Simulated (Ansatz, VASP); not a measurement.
## As in VASP and in Ansatz

```
CELL_PARAMETERS angstrom
3.35000 0.00000 0.00000
-1.67500 2.90119 0.00000
0.00000 0.00000 28.00000
ATOMIC_POSITIONS crystal
As 0.33333 0.66667 0.52114
As 0.66667 0.33333 0.47886
```

Alike in both runs: task single point; functional LDA; k mesh 9 × 9 × 1; occupations gaussian, width 0.02 eV; no spin polarisation.

|  | VASP | Ansatz |
| --- | --- | --- |
| version | VASP 6.6.1 | Ansatz 0.2.0 |
| potentials or method | VASP PAW LDA potentials, release 64 (As_d), cutoff 520 eV | scalar-relativistic, plane waves, PAW |
| valence electrons in the cell | 30 | 30 |

```csv
,VASP,Ansatz,Ansatz less VASP
gap on the k mesh at the Fermi level (eV),1.64,1.67,+0.031
least direct gap on the mesh (eV),1.99,2.02,+0.033
rms of the force components (eV/Å),2.504,2.448,-0.0564
```

LDA's correlation is that of Perdew and Zunger in VASP and of Perdew and Wang (1992) in Ansatz. Atom by atom the forces differ by 0.056 eV/Å (rms over components).
